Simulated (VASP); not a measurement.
# BP (F-43m) in VASP: a series of runs

BP is run at these levels: PBE; tasks: elastic constants.

Program: VASP 6.6.1. These are calculated values, not measurements. Logs are shortened: lines on timing, memory, paths and dates and some standing lists are left out, and cuts for length are marked.

## (1) The cell of the first run

The structure is cubic, space group F-43m (No. 216). Conventional cell: a = 4.409 Å, b = 4.409 Å, c = 4.409 Å, α = 90.00°, β = 90.00°, γ = 90.00°. Within 2.5 Å of B (site symmetry -43m) lie 4 P at 1.91 Å. Within 2.5 Å of P (site symmetry -43m) lie 4 B at 1.91 Å.

## (2) Elastic constants, PBE

File INCAR:

```
ALGO     = Normal         # electronic algorithm
EDIFF    = 1E-8           # SCF threshold, eV
ENCUT    = 600            # plane-wave cutoff, eV
GGA      = PE             # functional
IBRION   = 6              # ionic algorithm
ISIF     = 3              # what is computed and relaxed
ISMEAR   = 0              # smearing method
LASPH    = T              # aspherical terms in the spheres
LCHARG   = T              # write CHGCAR
LREAL    = F              # projectors in reciprocal space
LWAVE    = F              # write WAVECAR
NELM     = 60             # most SCF steps
NFREE    = 2            
NSW      = 1              # ionic steps
POTIM    = 0.015          # step
PREC     = Accurate       # precision mode
SIGMA    = 0.01           # smearing width, eV
```

File KPOINTS:

```
k-points
0
Gamma
  10 10 10
```

File POSCAR:

```
BP
1.0
    0.0000000000      2.2046557098      2.2046557098
    2.2046557098      0.0000000000      2.2046557098
    2.2046557098      2.2046557098      0.0000000000
B P
1 1
Direct
    0.0000000000      0.0000000000      0.0000000000
    0.7500000000      0.7500000000      0.7500000000
```

Potentials or basis: VASP PAW PBE potentials, release 64 (B, P).

Command:

```sh
cat potpaw_PBE.64/B/POTCAR potpaw_PBE.64/P/POTCAR > POTCAR
mpirun -np 1 vasp_std > vasp.out
```

OUTCAR:

```text
EDIFF = 1E-8
   ENCUT = 600
   GGA = PE
   IBRION = 6
   ISIF = 3
   ISMEAR = 0
   LASPH = T
   LREAL = F
   NELM = 60
   NFREE = 2
   NSW = 1
   POTIM = 0.015
   PREC = Accurate

 ion  position               nearest neighbor table
   1  0.000  0.000  0.000-   2 1.91   2 1.91   2 1.91   2 1.91
   2  0.750  0.750  0.750-   1 1.91   1 1.91   1 1.91   1 1.91

  LATTYP: Found a face centered cubic cell.
 ALAT       =     4.4093114196

  Lattice vectors:

 A1 = (   0.0000000000,   2.2046557098,   2.2046557098)
 A2 = (   2.2046557098,   0.0000000000,   2.2046557098)
 A3 = (   2.2046557098,   2.2046557098,   0.0000000000)

Analysis of symmetry for initial positions (statically):
=====================================================================
 Subroutine PRICEL returns:
 Original cell was already a primitive cell.

 Routine SETGRP: Setting up the symmetry group for a
 face centered cubic supercell.

 Subroutine GETGRP returns: Found 24 space group operations
 (whereof 24 operations were pure point group operations)
 out of a pool of 48 trial point group operations.

The static configuration has the point symmetry T_d .

Analysis of symmetry for dynamics (positions and initial velocities):
=====================================================================
 Subroutine PRICEL returns:
 Original cell was already a primitive cell.

 Routine SETGRP: Setting up the symmetry group for a
 face centered cubic supercell.

 Subroutine GETGRP returns: Found 24 space group operations
 (whereof 24 operations were pure point group operations)
 out of a pool of 48 trial point group operations.

The dynamic configuration has the point symmetry T_d .

 Subroutine INISYM returns: Found 24 space group operations
 (whereof 24 operations are pure point group operations),
 and found     1 'primitive' translations

----------------------------------------------------------------------------------------

                                     Primitive cell

  volume of cell :      21.4315

  direct lattice vectors                    reciprocal lattice vectors
     0.000000000  2.204655710  2.204655710    -0.226792781  0.226792781  0.226792781
     2.204655710  0.000000000  2.204655710     0.226792781 -0.226792781  0.226792781
     2.204655710  2.204655710  0.000000000     0.226792781  0.226792781 -0.226792781

  length of vectors
     3.117854005  3.117854005  3.117854005     0.392816620  0.392816620  0.392816620

  position of ions in fractional coordinates (direct lattice)
     0.000000000  0.000000000  0.000000000
     0.750000000  0.750000000  0.750000000

  ion indices of the primitive-cell ions
   primitive index   ion index
                 1           1
                 2           2

----------------------------------------------------------------------------------------

 KPOINTS: k-points

Automatic generation of k-mesh.
 Grid dimensions read from file:
 generate k-points for:   10   10   10

 Generating k-lattice:

  Cartesian coordinates                     Fractional coordinates (reciprocal lattice)
    -0.022679278  0.022679278  0.022679278     0.100000000  0.000000000  0.000000000
     0.022679278 -0.022679278  0.022679278     0.000000000  0.100000000  0.000000000
[... 108 lines left out ...]
  energy without entropy =      -12.82598516  energy(sigma->0) =      -12.82598516

------------------------ aborting loop because EDIFF is reached ----------------------------------------

  FORCE on cell =-STRESS in cart. coord.  units (eV):
  Direction    XX          YY          ZZ          XY          YZ          ZX
  --------------------------------------------------------------------------------------
  -------------------------------------------------------------------------------------
  Total        2.3655113      2.3655113      2.3655113      0.0000000      0.0000000      0.0000000
  in kB      176.8411328    176.8411328    176.8411328      0.0000000      0.0000000      0.0000000
  external PRESSURE =     176.8411328 kB  Pullay stress =       0.0000000 kB
[... 89 lines left out ...]
  FREE ENERGIE OF THE ION-ELECTRON SYSTEM (eV)
  ---------------------------------------------------
  free  energy   TOTEN  =       -12.7841869593 eV

  energy  without entropy=      -12.7841869593  energy(sigma->0) =      -12.78418696

[... ionic steps 4 to 14 ...]

--------------------------------------- Ionic step       15  -------------------------------------------

 number of electron       8.0000000 magnetization

------------------------ aborting loop because EDIFF is reached ----------------------------------------
[... 67 lines left out ...]
--------------------------------------- Ionic step       17  -------------------------------------------

 number of electron       8.0000000 magnetization

 Free energy of the ion-electron system (eV)
  ---------------------------------------------------
  ext. energy  EPLUGINS =         0.00000000
  ---------------------------------------------------
  free energy    TOTEN  =       -12.82344381 eV

  energy without entropy =      -12.82344381  energy(sigma->0) =      -12.82344381

 E-fermi :   8.6561     XC(G=0): -11.2823

 val. band max:        8.6039853825   @ k =   0.0000   0.0000   0.0000
 cond. band min:       9.5997122289   @ k =   0.0000   0.4000   0.4000
 fundamental gap:      0.9957268464
 Fermi energy:         8.6561479073

 k-point     1 :       0.0000    0.0000    0.0000
  band No.  band energies     occupation
      1      -7.7672      2.00000
      2       8.3612      2.00000
      3       8.4838      2.00000
      4       8.6040      2.00000
      5      11.9487      0.00000
      6      12.0257      0.00000
      7      12.1058      0.00000
      8      17.2035      0.00000
[... 243 lines left out ...]
 k-point    24 :       0.4000    0.3000    0.0000
  band No.  band energies     occupation
      1      -4.5982      2.00000
      2       2.1624      2.00000
      3       4.0756      2.00000
      4       4.6991      2.00000
      5      10.2300      0.00000
      6      12.0712      0.00000
      7      18.4967      0.00000
      8      18.6226      0.00000

 [... further k-points ...]

------------------------ aborting loop because EDIFF is reached ----------------------------------------

  FORCE on cell =-STRESS in cart. coord.  units (eV):
  Direction    XX          YY          ZZ          XY          YZ          ZX
  --------------------------------------------------------------------------------------
  -------------------------------------------------------------------------------------
  Total        2.3651320      2.3705617      2.3705617      0.0000000     -0.1706021      0.0000000
  in kB      176.8127733    177.2186860    177.2186860      0.0000000    -12.7538891      0.0000000
  external PRESSURE =     177.0833817 kB  Pullay stress =       0.0000000 kB
[... 17 lines left out ...]
  FREE ENERGIE OF THE ION-ELECTRON SYSTEM (eV)
  ---------------------------------------------------
  free  energy   TOTEN  =       -12.8234438081 eV

  energy  without entropy=      -12.8234438081  energy(sigma->0) =      -12.82344381

 INTERNAL STRAIN TENSORS FROM STRAINED CELLS
 ============================================

 INTERNAL STRAIN TENSOR FOR ION    1 for displacements in x,y,z  (eV/Angst):
          X           Y           Z          XY          YZ          ZX
  --------------------------------------------------------------------------------
  x    -0.00000    -0.00000    -0.00000     0.00000   -11.38227     0.00000
  y    -0.00000    -0.00000    -0.00000     0.00000     0.00000   -11.38225
  z    -0.00000    -0.00000    -0.00000   -11.38221    -0.00000     0.00000

 INTERNAL STRAIN TENSORS FROM DISPLACED ATOMS
 ============================================

 INTERNAL STRAIN TENSOR FOR ION    1 for displacements in x,y,z  (eV/Angst):
          X           Y           Z          XY          YZ          ZX
  --------------------------------------------------------------------------------
  x     0.00000    -0.00000    -0.00000     0.00000   -11.38330     0.00000
  y     0.00000     0.00000     0.00000     0.00000     0.00000   -11.38330
  z    -0.00000    -0.00000     0.00000   -11.38330     0.00000     0.00000

 INTERNAL STRAIN TENSOR FOR ION    2 for displacements in x,y,z  (eV/Angst):
          X           Y           Z          XY          YZ          ZX
  --------------------------------------------------------------------------------
  x     0.00000     0.00000     0.00000     0.00000    11.37663     0.00000
  y     0.00000    -0.00000     0.00000     0.00000     0.00000    11.37663
  z     0.00000     0.00000     0.00000    11.37663     0.00000     0.00000

 Eigenvectors and eigenvalues of the dynamical matrix
 ----------------------------------------------------

   1 f  =   26.247464 THz   164.917681 2PiTHz  875.521163 cm-1   108.550741 meV
             X         Y         Z           dx          dy          dz
      0.000000  0.000000  0.000000    -0.860981    0.000000    0.000000
      3.306984  3.306984  3.306984     0.508637    0.000000    0.000000
[... 21 lines left out ...]
   6 f/i=    0.000524 THz     0.003292 2PiTHz    0.017477 cm-1     0.002167 meV
             X         Y         Z           dx          dy          dz
      0.000000  0.000000  0.000000     0.000000    0.000000   -0.508637
      3.306984  3.306984  3.306984     0.000000    0.000000   -0.860981

--------------------------------------------------------------------------------------------------------

 ELASTIC MODULI CONTR FROM IONIC RELAXATION (kBar)
 Direction    XX          YY          ZZ          XY          YZ          ZX
 --------------------------------------------------------------------------------
 XX          -0.0000     -0.0000     -0.0000     -0.0000     -0.0000      0.0000
 YY          -0.0000     -0.0000     -0.0000     -0.0000     -0.0000      0.0000
 ZZ          -0.0000     -0.0000     -0.0000     -0.0000     -0.0000      0.0000
 XY          -0.0000     -0.0000     -0.0000   -428.5818     -0.0000      0.0000
 YZ          -0.0000     -0.0000     -0.0000     -0.0000   -428.5818     -0.0000
 ZX           0.0000      0.0000      0.0000      0.0000     -0.0000   -428.5818
 --------------------------------------------------------------------------------

 TOTAL ELASTIC MODULI (kBar)
 Direction    XX          YY          ZZ          XY          YZ          ZX
 --------------------------------------------------------------------------------
 XX        3987.8485   1127.3898   1127.3898     -0.0000     -0.0000      0.0000
 YY        1127.3898   3987.8485   1127.3898     -0.0000      0.0000      0.0000
 ZZ        1127.3898   1127.3898   3987.8485     -0.0000     -0.0000      0.0000
 XY          -0.0000     -0.0000     -0.0000   2167.5522     -0.0000      0.0000
 YZ          -0.0000      0.0000     -0.0000     -0.0000   2167.5522     -0.0000
 ZX           0.0000      0.0000      0.0000      0.0000     -0.0000   2167.5522
 --------------------------------------------------------------------------------
```

It took 3.2 min on 1 thread of Intel Xeon 6975P-C (Granite Rapids), shared host; peak memory 0.26 GiB.

What came out:

| Item | Value |
| --- | --- |
| Elastic constants C11, C12, C44 | 399, 113, 217 GPa |
| Voigt bulk modulus | 208 GPa |
| Highest phonon frequency at Γ, LO-TO splitting left out | 876 cm⁻¹ |

Phonon frequencies in cm⁻¹ (negative: imaginary):
| q point | frequencies |
| --- | --- |
| (0.000, 0.000, 0.000) | 0 0 0 876 876 876 |

Elastic tensor in Voigt notation (GPa, in the Cartesian axes of the cell as first typed):
```
399 113 113   0   0   0
113 399 113   0   0   0
113 113 399   0   0   0
  0   0   0 217   0   0
  0   0   0   0 217   0
  0   0   0   0   0 217
```

Clamped-ion elastic tensor (GPa):
```
399 113 113   0   0   0
113 399 113   0   0   0
113 113 399   0   0   0
  0   0   0 260   0   0
  0   0   0   0 260   0
  0   0   0   0   0 260
```

Caveat: the cell is under stress, which shifts elastic constants.

## (3) Elastic constants, PBE

This run uses another cell than the first one, of 11.30 Å³/atom, 1.055 times its volume.

File INCAR:

```
SYSTEM = BP
PREC     = Accurate       ! precision mode
ENCUT    = 600            ! plane-wave cutoff, eV
EDIFF    = 1E-8           ! SCF threshold, eV
ISMEAR   = 0              ! smearing method
SIGMA    = 0.01           ! smearing width, eV
LREAL    = .False.        ! projectors in reciprocal space
LASPH    = .True.         ! aspherical terms in the spheres
NELM     = 100            ! most SCF steps
ALGO     = Normal         ! electronic algorithm
ISIF     = 3              ! what is computed and relaxed
LWAVE    = .False.        ! write WAVECAR
LCHARG   = .False.        ! write CHGCAR
GGA      = PE             ! functional
NBANDS   = 11             ! bands
IBRION   = 6              ! ionic algorithm
NFREE    = 2            
POTIM    = 0.015          ! step
NSW      = 1              ! ionic steps
```

File KPOINTS:

```
regular mesh
0
Gamma
  10 10 10
  0 0 0
```

File POSCAR:

```
BP
1.0
    0.0000000000      2.2440585177      2.2440585177
    2.2440585177      0.0000000000      2.2440585177
    2.2440585177      2.2440585177      0.0000000000
B P
1 1
Direct
    0.0000000000      0.0000000000      0.0000000000
    0.7500000000      0.7500000000      0.7500000000
```

Potentials or basis: VASP PAW PBE potentials, release 64 (B, P).

Command:

```sh
cat potpaw_PBE.64/B/POTCAR potpaw_PBE.64/P/POTCAR > POTCAR
mpirun -np 1 vasp_std > vasp.out
```

It took 4.5 min on 1 thread of Intel Xeon 6975P-C (Granite Rapids), shared host; peak memory 0.27 GiB.

The run converged. Its results:

```
Elastic constants C11, C12, C44                         : 364, 89, 199 GPa
Voigt bulk modulus                                      : 180 GPa
Highest phonon frequency at Γ, LO-TO splitting left out : 831 cm⁻¹
```

Phonon frequencies in cm⁻¹ (negative: imaginary):
| q point | frequencies |
| --- | --- |
| (0.000, 0.000, 0.000) | 0 0 0 831 831 831 |

Elastic tensor in Voigt notation (GPa, in the Cartesian axes of the cell as first typed):
```
364  89  89   0   0   0
 89 364  89   0   0   0
 89  89 364   0   0   0
  0   0   0 199   0   0
  0   0   0   0 199   0
  0   0   0   0   0 199
```

Clamped-ion elastic tensor (GPa):
```
364  89  89   0   0   0
 89 364  89   0   0   0
 89  89 364   0   0   0
  0   0   0 226   0   0
  0   0   0   0 226   0
  0   0   0   0   0 226
```

Caveat: the cell is under stress, which shifts elastic constants.

## (4) Elastic constants, PBE

This run uses another cell than the first one, of 10.02 Å³/atom, 0.935 times its volume.

File INCAR:

```
SYSTEM = BP
PREC     = Accurate       ! precision mode
ENCUT    = 600            ! plane-wave cutoff, eV
EDIFF    = 1E-8           ! SCF threshold, eV
ISMEAR   = 0              ! smearing method
SIGMA    = 0.01           ! smearing width, eV
LREAL    = .FALSE.        ! projectors in reciprocal space
LASPH    = .TRUE.         ! aspherical terms in the spheres
NELM     = 60             ! most SCF steps
ALGO     = Normal         ! electronic algorithm
ISIF     = 3              ! what is computed and relaxed
LWAVE    = .FALSE.        ! write WAVECAR
LCHARG   = .TRUE.         ! write CHGCAR
GGA      = PE             ! functional
IBRION   = 6              ! ionic algorithm
NFREE    = 2            
POTIM    = 0.015          ! step
NSW      = 1              ! ionic steps
```

File KPOINTS:

```
Automatic mesh
0
G
  12 12 12
  0 0 0
```

File POSCAR:

```
BP
1.0
    0.0000000000      2.1560807092      2.1560807092
    2.1560807092      0.0000000000      2.1560807092
    2.1560807092      2.1560807092      0.0000000000
B P
1 1
Direct
    0.0000000000      0.0000000000      0.0000000000
    0.7500000000      0.7500000000      0.7500000000
```

Command:

```sh
cat potpaw_PBE.64/B/POTCAR potpaw_PBE.64/P/POTCAR > POTCAR
mpirun -np 1 vasp_std > vasp.out
```

Run time: 2.6 min. Hardware: 1 thread of Intel Xeon 6975P-C (Granite Rapids), shared host; peak memory 0.32 GiB.

The run converged. Its results:

| Quantity | Value |
| --- | --- |
| Elastic constants C11, C12, C44 | 446, 148, 238 GPa |
| Voigt bulk modulus | 247 GPa |
| Highest phonon frequency at Γ, LO-TO splitting left out | 934 cm⁻¹ |

Phonon frequencies in cm⁻¹ (negative: imaginary):
```
              q point        frequencies
(0.000, 0.000, 0.000)  0 0 0 934 934 934
```

Elastic tensor in Voigt notation (GPa, in the Cartesian axes of the cell as first typed):
```
446 148 148   0   0   0
148 446 148   0   0   0
148 148 446   0   0   0
  0   0   0 238   0   0
  0   0   0   0 238   0
  0   0   0   0   0 238
```

Clamped-ion elastic tensor (GPa):
```
446 148 148   0   0   0
148 446 148   0   0   0
148 148 446   0   0   0
  0   0   0 308   0   0
  0   0   0   0 308   0
  0   0   0   0   0 308
```

Caveat: the cell is under stress, which shifts elastic constants.
